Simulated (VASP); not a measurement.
# Si3B2 (P6/mmm) in VASP: further runs

Si3B2 is run at these levels: PBE; tasks: relaxation of cell and atoms, single point.

All numbers are computed with VASP 6.6.1; they aren't measurements. Logs are shortened: lines on timing, memory, paths and dates and some standing lists are left out, and cuts for length are marked.

## Step 1: The cell of the first run

The structure is hexagonal, space group P6/mmm (No. 191). The conventional cell has a = 7.647 Å, b = 7.647 Å, c = 2.452 Å, α = 90.00°, β = 90.00°, γ = 120.00°. Si (site symmetry mm2) has 3 B at 2.06 to 2.54 Å and 4 Si at 2.45 to 2.54 Å within 2.7 Å. B (site symmetry mmm) has 4 Si at 2.06 Å and 2 B at 2.45 Å within 2.7 Å. Within 3.2 Å of B (site symmetry 6/mmm) lie 2 B at 2.45 Å and 6 Si at 2.54 Å.

## Step 2: Relaxation of cell and atoms, PBE

INCAR reads:

```
  PREC = Accurate
  ENCUT = 600
  EDIFF = 1E-7
  ISMEAR = 0
  SIGMA = 0.1
  LREAL = False
  LASPH = True
  NELM = 100
  ALGO = Normal
  ISIF = 3
  LWAVE = False
  LCHARG = False
  GGA = PE
  IBRION = 2
  NSW = 100
  EDIFFG = -0.01
```

KPOINTS reads:

```
Automatic mesh
0
Gamma
  6 6 16
```

POSCAR reads:

```
Si3B2
1.0
    7.6465020500      0.0000000000      0.0000000000
   -3.8232510250      6.6220650254      0.0000000000
    0.0000000000      0.0000000000      2.4523101990
Si B
6 4
Direct
    0.8085068547      0.1914931453      0.5000000000
    0.8085068547      0.6170137094      0.5000000000
    0.3829862906      0.1914931453      0.5000000000
    0.1914931453      0.8085068547      0.5000000000
    0.1914931453      0.3829862906      0.5000000000
    0.6170137094      0.8085068547      0.5000000000
    0.5000000000      0.0000000000      0.5000000000
    0.0000000000      0.5000000000      0.5000000000
    0.5000000000      0.5000000000      0.5000000000
    0.0000000000      0.0000000000      0.5000000000
```

Potentials or basis: VASP PAW PBE potentials, release 64 (Si, B).

Started as:

```sh
$ cat potpaw_PBE.64/Si/POTCAR potpaw_PBE.64/B/POTCAR > POTCAR
$ mpirun -np 1 vasp_std > vasp.out
```

OUTCAR:

```text
PREC = Accurate
   ENCUT = 600
   EDIFF = 1E-7
   ISMEAR = 0
   LREAL = False
   LASPH = True
   NELM = 100
   ISIF = 3
   GGA = PE
   IBRION = 2
   NSW = 100
   EDIFFG = -0.01

 ion  position               nearest neighbor table
   1  0.809  0.191  0.500-   7 2.06   8 2.06   5 2.54  10 2.54   6 2.54
   2  0.809  0.617  0.500-   9 2.06   8 2.06   4 2.54   6 2.54  10 2.54
   3  0.383  0.191  0.500-   7 2.06   9 2.06   5 2.54  10 2.54   4 2.54
   4  0.191  0.809  0.500-   7 2.06   8 2.06   2 2.54  10 2.54   3 2.54
   5  0.191  0.383  0.500-   9 2.06   8 2.06   1 2.54   3 2.54  10 2.54
   6  0.617  0.809  0.500-   7 2.06   9 2.06   2 2.54  10 2.54   1 2.54
   7  0.500  0.000  0.500-   1 2.06   3 2.06   4 2.06   6 2.06
   8  0.000  0.500  0.500-   2 2.06   5 2.06   4 2.06   1 2.06
   9  0.500  0.500  0.500-   2 2.06   5 2.06   3 2.06   6 2.06
  10  0.000  0.000  0.500-   1 2.54   3 2.54   4 2.54   6 2.54   5 2.54   2 2.54

  LATTYP: Found a hexagonal cell.
 ALAT       =     7.6465020500
 C/A-ratio  =     0.3207100689

  Lattice vectors:

 A1 = (   7.6465020500,   0.0000000000,   0.0000000000)
 A2 = (  -3.8232510250,   6.6220650254,   0.0000000000)
 A3 = (   0.0000000000,   0.0000000000,   2.4523101990)

Analysis of symmetry for initial positions (statically):
=====================================================================
 Subroutine PRICEL returns:
 Original cell was already a primitive cell.

 Routine SETGRP: Setting up the symmetry group for a
 hexagonal supercell.

 Subroutine GETGRP returns: Found 24 space group operations
 (whereof 24 operations were pure point group operations)
 out of a pool of 24 trial point group operations.

The static configuration has the point symmetry D_6h.

Analysis of symmetry for dynamics (positions and initial velocities):
=====================================================================
 Subroutine PRICEL returns:
 Original cell was already a primitive cell.

 Routine SETGRP: Setting up the symmetry group for a
 hexagonal supercell.

 Subroutine GETGRP returns: Found 24 space group operations
 (whereof 24 operations were pure point group operations)
 out of a pool of 24 trial point group operations.

The dynamic configuration has the point symmetry D_6h.

 Subroutine INISYM returns: Found 24 space group operations
 (whereof 24 operations are pure point group operations),
 and found     1 'primitive' translations

----------------------------------------------------------------------------------------

                                     Primitive cell

  volume of cell :     124.1743

  direct lattice vectors                    reciprocal lattice vectors
     7.646502050  0.000000000  0.000000000     0.130778753  0.075505148  0.000000000
    -3.823251025  6.622065025  0.000000000     0.000000000  0.151010296  0.000000000
     0.000000000  0.000000000  2.452310199     0.000000000  0.000000000  0.407778755

  length of vectors
     7.646502050  7.646502050  2.452310199     0.151010296  0.151010296  0.407778755

  position of ions in fractional coordinates (direct lattice)
     0.808506855  0.191493145  0.500000000
     0.808506855  0.617013709  0.500000000
     0.382986291  0.191493145  0.500000000
     0.191493145  0.808506855  0.500000000
     0.191493145  0.382986291  0.500000000
     0.617013709  0.808506855  0.500000000
     0.500000000  0.000000000  0.500000000
     0.000000000  0.500000000  0.500000000
     0.500000000  0.500000000  0.500000000
     0.000000000  0.000000000  0.500000000

  ion indices of the primitive-cell ions
   primitive index   ion index
                 1           1
                 2           2
                 3           3
                 4           4
                 5           5
                 6           6
                 7           7
                 8           8
                 9           9
                10          10

----------------------------------------------------------------------------------------

 KPOINTS: Automatic mesh

Automatic generation of k-mesh.
 Grid dimensions read from file:
 generate k-points for:    6    6   16

 Generating k-lattice:

  Cartesian coordinates                     Fractional coordinates (reciprocal lattice)
     0.021796459  0.012584191  0.000000000     0.166666667  0.000000000  0.000000000
     0.000000000  0.025168383  0.000000000     0.000000000  0.166666667  0.000000000
     0.000000000  0.000000000  0.025486172     0.000000000  0.000000000  0.062500000

  Length of vectors
     0.025168383  0.025168383  0.025486172

  Shift w.r.t. Gamma in fractional coordinates (k-lattice)
     0.000000000  0.000000000  0.000000000

 Subroutine IBZKPT returns following result:
 ===========================================

 Found     63 irreducible k-points:

 Following reciprocal coordinates:
            Coordinates               Weight
  0.000000  0.000000  0.000000      1.000000
  0.166667 -0.000000  0.000000      6.000000
  0.333333 -0.000000  0.000000      6.000000
  0.500000 -0.000000  0.000000      3.000000
  0.166667  0.166667  0.000000      6.000000
  0.333333  0.166667  0.000000     12.000000
[... 16 lines left out ...]
  0.166667 -0.000000  0.187500     12.000000
  0.333333 -0.000000  0.187500     12.000000
 [... further k-points ...]
   k-points           NKPTS =     63   k-points in BZ     NKDIM =     63   number of bands    NBANDS=     24
   number of dos      NEDOS =    301   number of ions     NIONS =     10
   total plane-waves  NPLWV =  81920
   dimension x,y,z NGX =    64 NGY =   64 NGZ =   20
   dimension x,y,z NGXF=   128 NGYF=  128 NGZF=   40
   ions per type =               6   4
   NGX,Y,Z   is equivalent  to a cutoff of  13.91, 13.91, 13.56 a.u.
   NGXF,Y,Z  is equivalent  to a cutoff of  27.83, 27.83, 27.12 a.u.
 SYSTEM =  unknown system
   PREC   = accura    normal or accurate (medium, high low for compatibility)
   ISTART =      0    job   : 0-new  1-cont  2-samecut
   ICHARG =      2    charge: 1-file 2-atom 10-const
   ISPIN  =      1    spin polarized calculation?
   LNONCOLLINEAR =      F non collinear calculations
   LSORBIT =      F    spin-orbit coupling
   LASPH  =      T    aspherical Exc in radial PAW
   ENCUT  =  600.0 eV  44.10 Ry    6.64 a.u.  15.27 15.27  4.90*2*pi/ulx,y,z
   NELM   =    100;   NELMIN=  2; NELMDL= -5     # of ELM steps
   EDIFF  = 0.1E-06   stopping-criterion for ELM
   LREAL  =      F    real-space projection
   EDIFFG = -.1E-01   stopping-criterion for IOM
   NSW    =    100    number of steps for IOM
   IBRION =      2    ionic relax: 0-MD 1-quasi-New 2-CG
   NFREE  =      1    steps in history (QN), initial steepest desc. (CG)
   ISIF   =      3    stress and relaxation
   ISYM   =      2    0-nonsym 1-usesym 2-fastsym
   POTIM  = 0.5000    time-step for ionic-motion
   TEBEG  =    0.0;   TEEND  =   0.0 temperature during run
   PSTRESS=    0.0 pullay stress
   NELECT =      36.0000    total number of electrons
   NUPDOWN=      -1.0000    fix difference up-down
   EMIN   =  10.00;   EMAX   =-10.00  energy-range for DOS
   EFERMI =   0.00;   METHOD = LEGACY
   ISMEAR =     0;   SIGMA  =   0.10  broadening in eV -4-tet -1-fermi 0-gaus
   EFERMI_NEDOS =   21; number of points for ismear=-14 and -15
   IALGO  =     38    algorithm
   IMIX   =      4    mixing-type and parameters
     AMIX     =   0.40;   BMIX     =  1.00
     AMIX_MAG =   1.60;   BMIX_MAG =  1.00
  volume/ion in A,a.u.               =      12.42        83.80
  Fermi-wavevector in a.u.,A,eV,Ry     =   1.083507  2.047532 15.973073  1.173988
  Thomas-Fermi vector in A             =   2.219575
   LORBIT       =      0    0 simple, 1 ext, 2 COOP (PROOUT), +10 PAW based schemes
   GGA     = PE    functional components
   LHFCALC =     F    Hartree Fock is set to
   AEXX    =    0.0000 exact exchange contribution
   IVDW    =     0    specifies the selected vdW correction
   LEPSILON=     F    determine dielectric tensor
   LRPA    =     F    only Hartree local field effects (RPA)
 conjugate gradient relaxation of ions
 non-spin polarized calculation
 Gauss-broadening in eV      SIGMA  =   0.10
  energy-cutoff  :      600.00
  volume of cell :      124.17
 maximum number of plane-waves:      4210
 NGX is ok and might be reduce to    64
   NGX = 31   NGY = 31   NGZ =  9

--------------------------------------- Ionic step        1  -------------------------------------------

 number of electron      36.0000000 magnetization

 Free energy of the ion-electron system (eV)
  ---------------------------------------------------
  ext. energy  EPLUGINS =         0.00000000
  ---------------------------------------------------
  free energy    TOTEN  =       -51.40977667 eV

  energy without entropy =      -51.39404022  energy(sigma->0) =      -51.40190845

------------------------ aborting loop because EDIFF is reached ----------------------------------------

  FORCE on cell =-STRESS in cart. coord.  units (eV):
  Direction    XX          YY          ZZ          XY          YZ          ZX
  --------------------------------------------------------------------------------------
  -------------------------------------------------------------------------------------
  Total       -1.1021189     -1.1021189      2.0592712      0.0000000      0.0000000      0.0000000
  in kB      -14.2202554    -14.2202554     26.5700561      0.0000000      0.0000000      0.0000000
  external PRESSURE =      -0.6234849 kB  Pullay stress =       0.0000000 kB
[... 249 lines left out ...]
  energy  without entropy=      -51.4136305143  energy(sigma->0) =      -51.42203215

--------------------------------------- Ionic step        7  -------------------------------------------

 number of electron      36.0000000 magnetization

 Free energy of the ion-electron system (eV)
  ---------------------------------------------------
  ext. energy  EPLUGINS =         0.00000000
  ---------------------------------------------------
  free energy    TOTEN  =       -51.43055081 eV

  energy without entropy =      -51.41374457  energy(sigma->0) =      -51.42214769

 E-fermi :   8.0764     XC(G=0): -10.9585

 val. band max:        8.0688164576   @ k =   0.3333   0.3333   0.1250
 cond. band min:       8.0861786581   @ k =   0.0000   0.0000   0.3125
 fundamental gap:      0.0173622005
 Fermi energy:         8.0763817406

 k-point     1 :       0.0000    0.0000    0.0000
  band No.  band energies     occupation
      1      -6.0912      2.00000
      2      -3.5797      2.00000
      3      -3.5797      2.00000
      4      -3.5332      2.00000
      5      -3.5332      2.00000
      6      -1.5970      2.00000
[... 637 lines left out ...]
     23      10.5521      0.00000
     24      11.4122      0.00000

 [... further k-points ...]
[... 5 lines left out ...]
  --------------------------------------------------------------------------------------
  -------------------------------------------------------------------------------------
  Total       -0.0029299     -0.0029299     -0.0114711      0.0000000      0.0000000      0.0000000
  in kB       -0.0377900     -0.0377900     -0.1479540      0.0000000      0.0000000      0.0000000
  external PRESSURE =      -0.0745113 kB  Pullay stress =       0.0000000 kB
[... 25 lines left out ...]
  FREE ENERGIE OF THE ION-ELECTRON SYSTEM (eV)
  ---------------------------------------------------
  free  energy   TOTEN  =       -51.4305508070 eV

  energy  without entropy=      -51.4137445735  energy(sigma->0) =      -51.42214769

 reached required accuracy - stopping structural energy minimisation
```

Run time: 19 min. Hardware: 1 thread of AMD EPYC 7R43 (Zen 3), shared host; peak memory 0.36 GiB.

What came out:

| Quantity | Value |
| --- | --- |
| Free energy | -51.4306 eV |
| Relaxed volume | 12.42 Å³/atom |
| Relaxed cell | a = 7.607 Å, b = 7.607 Å, c = 2.479 Å, α = 90.00°, β = 90.00°, γ = 120.00° |
| Space group after relaxing (to 0.05 Å) | P6/mmm (No. 191) |
| Energy gained by relaxing | 2.1 meV/atom |
| Ionic steps | 7 |
| Pressure after relaxing | 0.0 GPa |
| Band gap on the k mesh | zero (band 18 reaches 9.91 eV, above the bottom of band 19 at 6.45 eV) |

The path:
| step | energy change (eV) | largest force (eV/Å) | pressure (GPa) | volume (Å³) |
| --- | --- | --- | --- | --- |
| 1 | 0.0000 | 0.1290 | -0.06 | 124.17 |
| 2 | -0.0201 | 0.0467 | 0.13 | 124.08 |
| 3 | -0.0203 | 0.0369 | 0.16 | 124.07 |
| 4 | -0.0203 | 0.0388 | 0.15 | 124.07 |
| 5 | -0.0206 | 0.0191 | -0.08 | 124.29 |
| 6 | -0.0207 | 0.0147 | -0.13 | 124.34 |
| 7 | -0.0208 | 0.0004 | -0.01 | 124.22 |

Final structure:
```
Si B
1.0
     7.60684    0.00000    0.00000
    -3.80342    6.58772    0.00000
     0.00000    0.00000    2.47884
Si B
6 4
Direct
  0.80931 0.19069 0.50000
  0.80931 0.61861 0.50000
  0.38139 0.19069 0.50000
  0.19069 0.80931 0.50000
  0.19069 0.38139 0.50000
  0.61861 0.80931 0.50000
  0.50000 0.00000 0.50000
  0.00000 0.50000 0.50000
  0.50000 0.50000 0.50000
  0.00000 0.00000 0.50000
```

Levels at points of the mesh, in eV from the Fermi level:
```tsv
k point	band 14	band 15	band 16	band 17	band 18	band 19	band 20	band 21	band 22	band 23
(0.00, 0.00, 0.00)	-3.19	-2.30	-0.95	-0.95	-0.07	0.07	4.04	4.04	5.31	5.98
(0.50, 0.00, 0.00)	-2.86	-0.87	0.21	0.91	1.77	1.93	2.17	2.18	2.65	4.90
(0.00, 0.00, 0.50)	-2.87	-2.79	-1.60	-1.60	-0.61	-0.61	0.08	0.08	0.81	0.81
(0.50, 0.00, 0.50)	-2.77	-2.73	-2.13	-1.87	-1.75	-1.62	-1.36	0.12	0.25	1.66
```

## Step 3: Single point, PBE

This run uses another cell than the first one, of 12.59 Å³/atom, 1.014 times its volume.

INCAR reads:

```
PREC = Accurate
ENCUT = 520
EDIFF = 1E-6
ISMEAR = 0
SIGMA = 0.1
LREAL = F
LASPH = T
NELM = 100
ALGO = Normal
ISIF = 2
LWAVE = F
LCHARG = T
GGA = PE
LELF = T
LVHAR = T
NBANDS = 29
```

KPOINTS reads:

```
regular mesh
0
Gamma
  6 6 4
```

POSCAR reads:

```
Si3B2
1.0
    7.4906323512     -0.0000000044      0.0000000000
   -3.7453161718      6.4870779087      0.0000000000
    0.0000000000      0.0000000000      2.5909833535
Si B
6 4
Direct
    0.8077341422      0.1922658578      0.5000000000
    0.8077341422      0.6154682843      0.5000000000
    0.3845317157      0.1922658578      0.5000000000
    0.1922658578      0.8077341422      0.5000000000
    0.1922658578      0.3845317157      0.5000000000
    0.6154682843      0.8077341422      0.5000000000
    0.5000000000      0.0000000000      0.5000000000
    0.0000000000      0.5000000000      0.5000000000
    0.5000000000      0.5000000000      0.5000000000
    0.0000000000      0.0000000000      0.5000000000
```

Potentials or basis: VASP PAW PBE potentials, release 64 (Si, B).

Started as:

```sh
$ cat potpaw_PBE.64/Si/POTCAR potpaw_PBE.64/B/POTCAR > POTCAR
$ mpirun -np 1 vasp_std > vasp.out
```

OUTCAR:

```text
PREC = Accurate
   ENCUT = 520
   EDIFF = 1E-6
   ISMEAR = 0
   LREAL = F
   LASPH = T
   NELM = 100
   ISIF = 2
   GGA = PE

 ion  position               nearest neighbor table
   1  0.808  0.192  0.500-   8 2.02   7 2.02   6 2.49   5 2.49  10 2.49
   2  0.808  0.615  0.500-   8 2.02   9 2.02   4 2.49  10 2.49   6 2.49
   3  0.385  0.192  0.500-   7 2.02   9 2.02   4 2.49  10 2.49   5 2.49
   4  0.192  0.808  0.500-   8 2.02   7 2.02   3 2.49   2 2.49  10 2.49
   5  0.192  0.385  0.500-   8 2.02   9 2.02   1 2.49  10 2.49   3 2.49
   6  0.615  0.808  0.500-   7 2.02   9 2.02   1 2.49  10 2.49   2 2.49
   7  0.500  0.000  0.500-   3 2.02   6 2.02   4 2.02   1 2.02
   8  0.000  0.500  0.500-   2 2.02   5 2.02   4 2.02   1 2.02
[... 889 lines left out ...]
 VOLUME and BASIS-vectors are now :
 -----------------------------------------------------------------------------
  energy-cutoff  :      520.00
  volume of cell :      125.90
      direct lattice vectors                 reciprocal lattice vectors
     7.490632351 -0.000000004  0.000000000     0.133500078  0.077076306  0.000000000
    -3.745316172  6.487077909  0.000000000     0.000000000  0.154152611  0.000000000
     0.000000000  0.000000000  2.590983353     0.000000000  0.000000000  0.385953850

 POSITION                                       TOTAL-FORCE (eV/Angst)
 -----------------------------------------------------------------------------------
      5.33034      1.24724      1.29549        -0.003574      0.002063     -0.000000
      3.74532      3.99259      1.29549        -0.000000     -0.004127     -0.000000
      2.16029      1.24724      1.29549         0.003574      0.002063     -0.000000
     -1.58503      5.23983      1.29549         0.003574     -0.002063      0.000000
      0.00000      2.49449      1.29549         0.000000      0.004127      0.000000
      1.58503      5.23983      1.29549        -0.003574     -0.002063      0.000000
      3.74532     -0.00000      1.29549        -0.000000      0.000000     -0.000000
     -1.87266      3.24354      1.29549        -0.000000      0.000000     -0.000000
      1.87266      3.24354      1.29549        -0.000000      0.000000     -0.000000
      0.00000      0.00000      1.29549        -0.000000      0.000000     -0.000000
 -----------------------------------------------------------------------------------
    total drift:                                0.000000      0.000000     -0.000000

  FREE ENERGIE OF THE ION-ELECTRON SYSTEM (eV)
  ---------------------------------------------------
  free  energy   TOTEN  =       -50.9994128949 eV

  energy  without entropy=      -50.9883179310  energy(sigma->0) =      -50.99386541
```

OSZICAR:

```text
N       E                     dE             d eps       ncg     rms          rms(c)
DAV:   1     0.696554311288E+02    0.69655E+02   -0.14917E+04  1218   0.107E+03
DAV:   2    -0.476035540110E+02   -0.11726E+03   -0.11101E+03  1521   0.171E+02
DAV:   3    -0.535303829474E+02   -0.59268E+01   -0.57564E+01  1588   0.333E+01
DAV:   4    -0.536116102573E+02   -0.81227E-01   -0.80967E-01  1496   0.424E+00
DAV:   5    -0.536126008118E+02   -0.99055E-03   -0.99028E-03  1516   0.471E-01    0.116E+01
DAV:   6    -0.512030462192E+02    0.24096E+01   -0.79405E+00  1414   0.120E+01    0.616E+00
DAV:   7    -0.510439928881E+02    0.15905E+00   -0.18238E+00  1476   0.583E+00    0.331E+00
DAV:   8    -0.510037026667E+02    0.40290E-01   -0.16713E-01  1448   0.179E+00    0.100E+00
DAV:   9    -0.509993302701E+02    0.43724E-02   -0.18664E-02  1537   0.641E-01    0.256E-01
DAV:  10    -0.509993463950E+02   -0.16125E-04   -0.19362E-03  1511   0.196E-01    0.121E-01
DAV:  11    -0.509994120453E+02   -0.65650E-04   -0.31616E-04  1438   0.795E-02    0.344E-02
DAV:  12    -0.509994120231E+02    0.22214E-07   -0.47223E-05  1454   0.322E-02    0.769E-03
DAV:  13    -0.509994128949E+02   -0.87180E-06   -0.44826E-06  1482   0.913E-03
   1 F= -.50999413E+02 E0= -.50993865E+02  d E =-.110950E-01
```

Run time: 85 s. Hardware: 1 thread of AMD EPYC 7R43 (Zen 3), shared host; peak memory 0.21 GiB.

Results:

```yaml
Free_energy: -50.9994 eV
Pressure: -0.1 GPa
Largest_force: 0.004 eV/Å
Band_gap_on_the_k_mesh: zero (band 18 reaches 10.12 eV, above the bottom of band 19 at 6.27 eV)
```

Forces in eV/Å, atoms in the order of the input:
```
Si  -0.004  0.002  0.000
Si   0.000 -0.004  0.000
Si   0.004  0.002  0.000
Si   0.004 -0.002  0.000
Si   0.000  0.004  0.000
Si  -0.004 -0.002  0.000
B    0.000  0.000  0.000
B    0.000  0.000  0.000
B    0.000  0.000  0.000
B    0.000  0.000  0.000
```

Stress tensor (GPa, compression positive):
```
-0.04  0.00  0.00
 0.00 -0.04  0.00
 0.00  0.00 -0.21
```

Levels at points of the mesh, in eV from the Fermi level:
| k point | band 15 | band 16 | band 17 | band 18 | band 19 | band 20 | band 21 | band 22 |
| --- | --- | --- | --- | --- | --- | --- | --- | --- |
| (0.00, 0.00, 0.00) | -2.08 | -0.66 | -0.66 | 0.17 | 0.46 | 3.74 | 4.18 | 4.18 |
| (0.50, 0.00, 0.00) | -0.62 | 0.61 | 1.26 | 2.06 | 2.12 | 2.44 | 2.49 | 2.87 |
| (0.00, 0.00, 0.50) | -2.77 | -2.19 | -2.19 | -1.09 | -1.09 | 0.38 | 0.38 | 0.48 |
| (0.50, 0.00, 0.50) | -2.55 | -2.35 | -1.97 | -1.84 | -1.78 | -1.37 | 0.33 | 0.54 |

Caveat: the k points lie up to 0.61 Å⁻¹ apart.

(Part 1 of 2 ends here.)
